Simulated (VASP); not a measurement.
Wanted: the native input for a VASP 6.6.1 run.

| Property | Result |
| --- | --- |
| Task | single point |
| Functional | LDA |
| Potentials or basis | VASP PAW LDA potentials, release 64 (Ti_sv, O) |
| Cutoff | 520 eV |
| k mesh | 6 × 6 × 9 |
| Occupations | fermi-dirac, width 0.05 eV |
| Spin | no spin polarisation |
| Dipole correction | no |
| Further INCAR settings | ALGO = Normal; EDIFF = 1e-06; NBANDS = 33 |

The structure of TiO2 lies in POSCAR:

```
TiO2
1.0
    4.6900531165      0.0000000000      0.0000000000
    0.0000000000      4.6900531165      0.0000000000
    0.0000000000      0.0000000000      3.0172520901
Ti O
2 4
Direct
    0.0000000000      0.0000000000      0.5000000000
    0.5000000000      0.5000000000      0.0000000000
    0.3043213200      0.3043213200      0.5000000000
    0.1956786800      0.8043213200      0.0000000000
    0.8043213200      0.1956786800      0.0000000000
    0.6956786800      0.6956786800      0.5000000000
```

One way to write it, as run:

INCAR

```
  PREC = Accurate
  ENCUT = 520
  EDIFF = 1E-6
  ISMEAR = -1
  SIGMA = 0.05
  LREAL = False
  LASPH = True
  NELM = 100
  ALGO = Normal
  ISIF = 2
  LWAVE = False
  LCHARG = False
  GGA = CA
  NBANDS = 33
```

KPOINTS

```
Automatic mesh
0
Gamma
  6 6 9
```

Potentials or basis: VASP PAW LDA potentials, release 64 (Ti_sv, O).

Run with:

```sh
$ cat potpaw_LDA.64/Ti_sv/POTCAR potpaw_LDA.64/O/POTCAR > POTCAR
$ mpirun -np 1 vasp_std > vasp.out
```

It gave:

```yaml
Pressure: -19.5 GPa
Largest_force: 0.348 eV/Å
Band_gap_on_the_k_mesh: 1.62 eV
```

Caveat: the cell stands under tension; an odd mesh through Γ misses points on the zone boundary, where band edges can lie.

It took 39 s on 1 thread of Intel(R) Xeon(R) 6975P-C (Granite Rapids) (shared host), peak memory 0.2 GiB.
